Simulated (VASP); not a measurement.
Input of a VASP 6.6.1 run:

Contents of INCAR:

```
SYSTEM = CdS
PREC     = Accurate       ! precision mode
ENCUT    = 520            ! plane-wave cutoff, eV
EDIFF    = 1E-8           ! SCF threshold, eV
ISMEAR   = -1             ! smearing method
SIGMA    = 0.02           ! smearing width, eV
LREAL    = .False.        ! projectors in reciprocal space
LASPH    = .True.         ! aspherical terms in the spheres
NELM     = 80             ! most SCF steps
ALGO     = Normal         ! electronic algorithm
ISIF     = 2              ! what is computed and relaxed
LWAVE    = .False.        ! write WAVECAR
LCHARG   = .False.        ! write CHGCAR
LEFG     = .True.       
NBANDS   = 26             ! bands
```

File KPOINTS:

```
Automatic mesh
0
Gamma
  8 8 4
  0 0 0
```

File POSCAR:

```
CdS
1.0
    4.0789166881      0.0000000000      0.0000000000
   -2.0394583441      3.5324454719      0.0000000000
    0.0000000000      0.0000000000      6.6577861159
Cd S
2 2
Direct
    0.3333333333      0.6666666667      0.0000000000
    0.6666666667      0.3333333333      0.5000000000
    0.3333333333      0.6666666667      0.3850000000
    0.6666666667      0.3333333333      0.8850000000
```

Potentials or basis: VASP PAW LDA potentials, release 64 (Cd, S).

Command:

```bash
$ cat potpaw_LDA.64/Cd/POTCAR potpaw_LDA.64/S/POTCAR > POTCAR
$ mpirun -np 1 vasp_std > vasp.out
```

**Question.** Predict the pressure.

**Answer.** 0.3 GPa.

**Question.** What does it give for the band gap on the k mesh?

**Answer.** 1.06 eV, direct.

Forces on the atoms (eV/Å):
```
Cd   0.000  0.000  0.291
Cd   0.000  0.000  0.291
S    0.000  0.000 -0.291
S    0.000  0.000 -0.291
```

Caveat: without QUAD_EFG the Cq values of the log hold for a quadrupole moment of 1 mb, not for the nuclei.
